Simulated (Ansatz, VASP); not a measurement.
**CuO in VASP and in Ansatz**

The input INCAR:

```
PREC = Accurate
ENCUT = 600
EDIFF = 1E-7
ISMEAR = -1
SIGMA = 0.05
LREAL = False
LASPH = True
NELM = 60
ALGO = Normal
ISIF = 3
LWAVE = False
LCHARG = False
IBRION = 2
NSW = 80
EDIFFG = -0.01
```

Contents of KPOINTS:

```
regular mesh
0
Gamma
  6 6 5
```

File POSCAR:

```
CuO
1.0
    3.1754955000      0.0000000000      0.0000000000
    0.0000000000      3.1754955000      0.0000000000
    0.0000000000      0.0000000000      4.6495318700
Cu O
2 2
Direct
    0.0000000000      0.0000000000      0.0000000000
    0.5000000000      0.5000000000      0.0000000000
    0.5000000000      0.0000000000      0.2670000000
    0.0000000000      0.5000000000      0.7330000000
```

File input.yaml:

```yaml
crystal:
  lattice:
    - [3.1754955, 0.0, 0.0]
    - [0.0, 3.1754955, 0.0]
    - [0.0, 0.0, 4.64953187]
  atoms:
    - { symbol: Cu, position: [0.0, 0.0, 0.0] }
    - { symbol: Cu, position: [0.5, 0.5, 0.0] }
    - { symbol: O, position: [0.5, 0.0, 0.267] }
    - { symbol: O, position: [0.0, 0.5, 0.733] }
kpoints:
  mp_grid: { grid: [6, 6, 5] }
scf:
  occupations: { method: fermi_dirac, width: 0.05 }
hamiltonian:
  xc: lda
  pseudopotentials: { kind: all_electron, lapw: { basis_error: 0.002 } }
output:
  forces: true
  stress: true
relax:
  f_tol: 0.01
  max_steps: 60
  cell: {}
```

Alike in both runs: task relaxation of cell and atoms; functional LDA; k mesh 6 × 6 × 5; occupations fermi-dirac, width 0.05 eV; no spin polarisation.

```csv
,VASP,Ansatz
version,VASP 6.6.1,Ansatz 0.2.0
potentials or method,"VASP PAW LDA potentials, release 64 (Cu, O), cutoff 600 eV","all-electron LAPW, scalar-relativistic"
```

Ansatz gave:

```
gap on the k mesh at the Fermi level, each at its own relaxed structure (eV) : none
relaxed volume (Å³/atom)                                                     : 11.19
relaxed cell length with the largest relative difference (Å)                 : 3.108
```

Q: Which values does VASP return?

A: gap on the k mesh at the Fermi level, each at its own relaxed structure (eV): none; relaxed volume (Å³/atom): 11.17; relaxed cell length with the largest relative difference (Å): 3.105.

LDA's correlation is that of Perdew and Zunger in VASP and of Perdew and Wang (1992) in Ansatz. A gap of «none» marks a metal or a gap that the smearing closes. Ansatz ran all-electron here, and VASP with PAW potentials.

Noted on Ansatz's run: the k mesh is thin for a metal, which can move the energy by tens of meV per atom.
